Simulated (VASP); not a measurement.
# TlBr (Pm-3m) in VASP: settings compared

TlBr is run at these levels: PBEsol, LDA; tasks: single point.

Program: VASP 6.6.1. These are calculated values, not measurements. Logs are shortened: lines on timing, memory, paths and dates and some standing lists are left out, and cuts for length are marked.

## 1. The cell of the first run

It takes space group Pm-3m (No. 221, cubic). Conventional cell: a = 3.946 Å, b = 3.946 Å, c = 3.946 Å, α = 90.00°, β = 90.00°, γ = 90.00°. Tl (site symmetry m-3m) has 8 Br at 3.42 Å and 6 Tl at 3.95 Å within 4.5 Å. Br (site symmetry m-3m) has 8 Tl at 3.42 Å and 6 Br at 3.95 Å within 4.5 Å.

## 2. Single point, PBEsol

Contents of INCAR:

```
ALGO = Normal
EDIFF = 1E-6
ENCUT = 500
GGA = PS
GGA_COMPAT = False
ISIF = 2
ISMEAR = 0
LASPH = True
LCHARG = True
LELF = True
LREAL = False
LVHAR = True
LWAVE = False
NBANDS = 17
NELM = 120
PREC = Accurate
SIGMA = 0.01
```

Contents of KPOINTS:

```
k-points
0
Gamma
  4 4 4
```

Contents of POSCAR:

```
TlBr
1.0
    3.9461933093      0.0000000000      0.0000000000
    0.0000000000      3.9461933093      0.0000000000
    0.0000000000      0.0000000000      3.9461933093
Tl Br
1 1
Direct
    0.0000000000      0.0000000000      0.0000000000
    0.5000000000      0.5000000000      0.5000000000
```

Potentials or basis: VASP PAW PBE potentials, release 64 (Tl_d, Br).

On the command line:

```
cat potpaw_PBE.64/Tl_d/POTCAR potpaw_PBE.64/Br/POTCAR > POTCAR
mpirun -np 1 vasp_std > vasp.out
```

OUTCAR:

```text
EDIFF = 1E-6
   ENCUT = 500
   GGA = PS
   ISIF = 2
   ISMEAR = 0
   LASPH = True
   LREAL = False
   NELM = 120
   PREC = Accurate

 ion  position               nearest neighbor table
   1  0.000  0.000  0.000-   2 3.42   2 3.42   2 3.42   2 3.42   2 3.42   2 3.42   2 3.42   2 3.42

   2  0.500  0.500  0.500-   1 3.42   1 3.42   1 3.42   1 3.42   1 3.42   1 3.42   1 3.42   1 3.42

  LATTYP: Found a simple cubic cell.
 ALAT       =     3.9461933093

  Lattice vectors:

 A1 = (   3.9461933093,   0.0000000000,   0.0000000000)
 A2 = (   0.0000000000,   3.9461933093,   0.0000000000)
 A3 = (   0.0000000000,   0.0000000000,   3.9461933093)

Analysis of symmetry for initial positions (statically):
=====================================================================
 Subroutine PRICEL returns:
 Original cell was already a primitive cell.

 Routine SETGRP: Setting up the symmetry group for a
 simple cubic supercell.

 Subroutine GETGRP returns: Found 48 space group operations
 (whereof 48 operations were pure point group operations)
 out of a pool of 48 trial point group operations.

The static configuration has the point symmetry O_h .

Analysis of symmetry for dynamics (positions and initial velocities):
=====================================================================
 Subroutine PRICEL returns:
 Original cell was already a primitive cell.

 Routine SETGRP: Setting up the symmetry group for a
 simple cubic supercell.

 Subroutine GETGRP returns: Found 48 space group operations
 (whereof 48 operations were pure point group operations)
 out of a pool of 48 trial point group operations.

The dynamic configuration has the point symmetry O_h .

 Subroutine INISYM returns: Found 48 space group operations
 (whereof 48 operations are pure point group operations),
 and found     1 'primitive' translations

----------------------------------------------------------------------------------------

                                     Primitive cell

  volume of cell :      61.4519

  direct lattice vectors                    reciprocal lattice vectors
     3.946193309  0.000000000  0.000000000     0.253408772  0.000000000  0.000000000
     0.000000000  3.946193309  0.000000000     0.000000000  0.253408772  0.000000000
     0.000000000  0.000000000  3.946193309     0.000000000  0.000000000  0.253408772

  length of vectors
     3.946193309  3.946193309  3.946193309     0.253408772  0.253408772  0.253408772

  position of ions in fractional coordinates (direct lattice)
     0.000000000  0.000000000  0.000000000
     0.500000000  0.500000000  0.500000000

  ion indices of the primitive-cell ions
   primitive index   ion index
                 1           1
                 2           2

----------------------------------------------------------------------------------------

 KPOINTS: k-points

Automatic generation of k-mesh.
 Grid dimensions read from file:
 generate k-points for:    4    4    4

 Generating k-lattice:

  Cartesian coordinates                     Fractional coordinates (reciprocal lattice)
     0.063352193  0.000000000  0.000000000     0.250000000  0.000000000  0.000000000
     0.000000000  0.063352193  0.000000000     0.000000000  0.250000000  0.000000000
     0.000000000  0.000000000  0.063352193     0.000000000  0.000000000  0.250000000

  Length of vectors
     0.063352193  0.063352193  0.063352193

  Shift w.r.t. Gamma in fractional coordinates (k-lattice)
     0.000000000  0.000000000  0.000000000

 Subroutine IBZKPT returns following result:
 ===========================================

 Found     10 irreducible k-points:

 Following reciprocal coordinates:
            Coordinates               Weight
  0.000000  0.000000  0.000000      1.000000
  0.250000  0.000000  0.000000      6.000000
  0.500000  0.000000  0.000000      3.000000
  0.250000  0.250000  0.000000     12.000000
  0.500000  0.250000  0.000000     12.000000
  0.500000  0.500000  0.000000      3.000000
  0.250000  0.250000  0.250000      8.000000
  0.500000  0.250000  0.250000     12.000000
  0.500000  0.500000  0.250000      6.000000
  0.500000  0.500000  0.500000      1.000000
   k-points           NKPTS =     10   k-points in BZ     NKDIM =     10   number of bands    NBANDS=     17
   number of dos      NEDOS =    301   number of ions     NIONS =      2
   total plane-waves  NPLWV =  27000
   dimension x,y,z NGX =    30 NGY =   30 NGZ =   30
   dimension x,y,z NGXF=    60 NGYF=   60 NGZF=   60
   ions per type =               1   1
   NGX,Y,Z   is equivalent  to a cutoff of  12.64, 12.64, 12.64 a.u.
   NGXF,Y,Z  is equivalent  to a cutoff of  25.28, 25.28, 25.28 a.u.
 SYSTEM =  unknown system
   PREC   = accura    normal or accurate (medium, high low for compatibility)
   ISTART =      0    job   : 0-new  1-cont  2-samecut
   ICHARG =      2    charge: 1-file 2-atom 10-const
   ISPIN  =      1    spin polarized calculation?
   LNONCOLLINEAR =      F non collinear calculations
   LSORBIT =      F    spin-orbit coupling
   LASPH  =      T    aspherical Exc in radial PAW
   ENCUT  =  500.0 eV  36.75 Ry    6.06 a.u.   7.19  7.19  7.19*2*pi/ulx,y,z
   NELM   =    120;   NELMIN=  2; NELMDL= -5     # of ELM steps
   EDIFF  = 0.1E-05   stopping-criterion for ELM
   LREAL  =      F    real-space projection
   EDIFFG = 0.1E-04   stopping-criterion for IOM
   NSW    =      0    number of steps for IOM
   IBRION =     -1    ionic relax: 0-MD 1-quasi-New 2-CG
   NFREE  =      0    steps in history (QN), initial steepest desc. (CG)
   ISIF   =      2    stress and relaxation
   ISYM   =      2    0-nonsym 1-usesym 2-fastsym
   POTIM  = 0.5000    time-step for ionic-motion
   TEBEG  =    0.0;   TEEND  =   0.0 temperature during run
   PSTRESS=    0.0 pullay stress
   NELECT =      20.0000    total number of electrons
   NUPDOWN=      -1.0000    fix difference up-down
   EMIN   =  10.00;   EMAX   =-10.00  energy-range for DOS
   EFERMI =   0.00;   METHOD = LEGACY
   ISMEAR =     0;   SIGMA  =   0.01  broadening in eV -4-tet -1-fermi 0-gaus
   EFERMI_NEDOS =   21; number of points for ismear=-14 and -15
   IALGO  =     38    algorithm
   IMIX   =      4    mixing-type and parameters
     AMIX     =   0.40;   BMIX     =  1.00
     AMIX_MAG =   1.60;   BMIX_MAG =  1.00
  volume/ion in A,a.u.               =      30.73       207.35
  Fermi-wavevector in a.u.,A,eV,Ry     =   1.126090  2.128002 17.253261  1.268079
  Thomas-Fermi vector in A             =   2.262770
   LORBIT       =      0    0 simple, 1 ext, 2 COOP (PROOUT), +10 PAW based schemes
   GGA     = PS    functional components
   LHFCALC =     F    Hartree Fock is set to
   AEXX    =    0.0000 exact exchange contribution
   IVDW    =     0    specifies the selected vdW correction
   LEPSILON=     F    determine dielectric tensor
   LRPA    =     F    only Hartree local field effects (RPA)
 non-spin polarized calculation
 Gauss-broadening in eV      SIGMA  =   0.01
  energy-cutoff  :      500.00
  volume of cell :       61.45
 maximum number of plane-waves:      1596
 NGX is ok and might be reduce to    30
   NGX = 15   NGY = 15   NGZ = 15

 number of electron      20.0000001 magnetization

 Free energy of the ion-electron system (eV)
  ---------------------------------------------------
  ext. energy  EPLUGINS =         0.00000000
  ---------------------------------------------------
  free energy    TOTEN  =        -6.01387209 eV

  energy without entropy =       -6.01387209  energy(sigma->0) =       -6.01387209

 E-fermi :   2.6638     XC(G=0):  -9.3018

 val. band max:        2.5386369110   @ k =   0.5000   0.0000   0.0000
 cond. band min:       4.1926063889   @ k =   0.5000   0.0000   0.0000
 fundamental gap:      1.6539694778
 Fermi energy:         2.6638484658

 k-point     1 :       0.0000    0.0000    0.0000
  band No.  band energies     occupation
      1     -11.3646      2.00000
      2      -7.5911      2.00000
      3      -7.5911      2.00000
      4      -7.3977      2.00000
      5      -7.3977      2.00000
      6      -7.3977      2.00000
[... 9 lines left out ...]
     16      13.7765      0.00000
     17      15.9736      0.00000

 k-point     2 :       0.2500    0.0000    0.0000
  band No.  band energies     occupation
      1     -11.2379      2.00000
      2      -7.5851      2.00000
      3      -7.5200      2.00000
      4      -7.4321      2.00000
      5      -7.4321      2.00000
      6      -7.3947      2.00000
[... 9 lines left out ...]
     16      14.4701      0.00000
     17      15.7215      0.00000

 k-point     3 :       0.5000    0.0000    0.0000
  band No.  band energies     occupation
      1     -11.1016      2.00000
      2      -7.5791      2.00000
      3      -7.4659      2.00000
      4      -7.4659      2.00000
      5      -7.4538      2.00000
      6      -7.3916      2.00000
[... 9 lines left out ...]
     16      15.7540      0.00000
     17      16.0370      0.00000

 k-point     4 :       0.2500    0.2500    0.0000
  band No.  band energies     occupation
      1     -11.1413      2.00000
      2      -7.5493      2.00000
      3      -7.4723      2.00000
      4      -7.4373      2.00000
      5      -7.4293      2.00000
      6      -7.4220      2.00000
[... 9 lines left out ...]
     16      13.3164      0.00000
     17      13.8196      0.00000

 k-point     5 :       0.5000    0.2500    0.0000
  band No.  band energies     occupation
      1     -11.0402      2.00000
      2      -7.5353      2.00000
      3      -7.4562      2.00000
      4      -7.4371      2.00000
      5      -7.4192      2.00000
      6      -7.4048      2.00000
[... 9 lines left out ...]
     16      13.9062      0.00000
     17      14.5544      0.00000

 k-point     6 :       0.5000    0.5000    0.0000
  band No.  band energies     occupation
      1     -10.9777      2.00000
      2      -7.5113      2.00000
      3      -7.4464      2.00000
      4      -7.4464      2.00000
      5      -7.4010      2.00000
      6      -7.3380      2.00000
[... 9 lines left out ...]
     16      12.9433      0.00000
     17      12.9433      0.00000

 k-point     7 :       0.2500    0.2500    0.2500
  band No.  band energies     occupation
      1     -11.0531      2.00000
      2      -7.4742      2.00000
      3      -7.4742      2.00000
      4      -7.4584      2.00000
      5      -7.4584      2.00000
      6      -7.4105      2.00000
[... 9 lines left out ...]
     16      13.5959      0.00000
     17      16.1327      0.00000

 k-point     8 :       0.5000    0.2500    0.2500
  band No.  band energies     occupation
      1     -10.9607      2.00000
      2      -7.5079      2.00000
      3      -7.4619      2.00000
      4      -7.4610      2.00000
      5      -7.4240      2.00000
      6      -7.3863      2.00000
[... 9 lines left out ...]
     16      13.4813      0.00000
     17      16.8633      0.00000

 k-point     9 :       0.5000    0.5000    0.2500
  band No.  band energies     occupation
      1     -10.8779      2.00000
      2      -7.5000      2.00000
      3      -7.5000      2.00000
      4      -7.4721      2.00000
      5      -7.4229      2.00000
      6      -7.3363      2.00000
[... 9 lines left out ...]
     16      14.3196      0.00000
     17      17.2865      0.00000

 k-point    10 :       0.5000    0.5000    0.5000
  band No.  band energies     occupation
      1     -10.7708      2.00000
      2      -7.5516      2.00000
      3      -7.5516      2.00000
      4      -7.5516      2.00000
      5      -7.3346      2.00000
      6      -7.3346      2.00000
[... 9 lines left out ...]
     16      15.3493      0.00000
     17      18.8529      0.00000

------------------------ aborting loop because EDIFF is reached ----------------------------------------

  FORCE on cell =-STRESS in cart. coord.  units (eV):
  Direction    XX          YY          ZZ          XY          YZ          ZX
  --------------------------------------------------------------------------------------
  -------------------------------------------------------------------------------------
  Total       -0.1856147     -0.1856147     -0.1856147     -0.0000000     -0.0000000      0.0000000
  in kB       -4.8393584     -4.8393584     -4.8393584     -0.0000000     -0.0000000      0.0000000
  external PRESSURE =      -4.8393584 kB  Pullay stress =       0.0000000 kB

 VOLUME and BASIS-vectors are now :
 -----------------------------------------------------------------------------
  energy-cutoff  :      500.00
  volume of cell :       61.45
      direct lattice vectors                 reciprocal lattice vectors
     3.946193309  0.000000000  0.000000000     0.253408772  0.000000000  0.000000000
     0.000000000  3.946193309  0.000000000     0.000000000  0.253408772  0.000000000
     0.000000000  0.000000000  3.946193309     0.000000000  0.000000000  0.253408772

 POSITION                                       TOTAL-FORCE (eV/Angst)
 -----------------------------------------------------------------------------------
      0.00000      0.00000      0.00000         0.000000      0.000000      0.000000
      1.97310      1.97310      1.97310         0.000000      0.000000      0.000000
 -----------------------------------------------------------------------------------
    total drift:                                0.000000     -0.000000     -0.000000

  FREE ENERGIE OF THE ION-ELECTRON SYSTEM (eV)
  ---------------------------------------------------
  free  energy   TOTEN  =        -6.0138720911 eV

  energy  without entropy=       -6.0138720911  energy(sigma->0) =       -6.01387209
```

Run time: 5.5 s. Hardware: 1 thread of Intel Xeon 6975P-C (Granite Rapids), shared host; peak memory 0.16 GiB.

Results:

```yaml
Free_energy: -6.0139 eV
Pressure: -0.5 GPa
Band_gap_on_the_k_mesh: 1.65 eV, direct
```

Caveat: the PAW data sets were made with another functional, which shifts forces and pressure a little; spin-orbit coupling is left out, which moves the levels of the heavy elements.

[end of part 1 of 2]
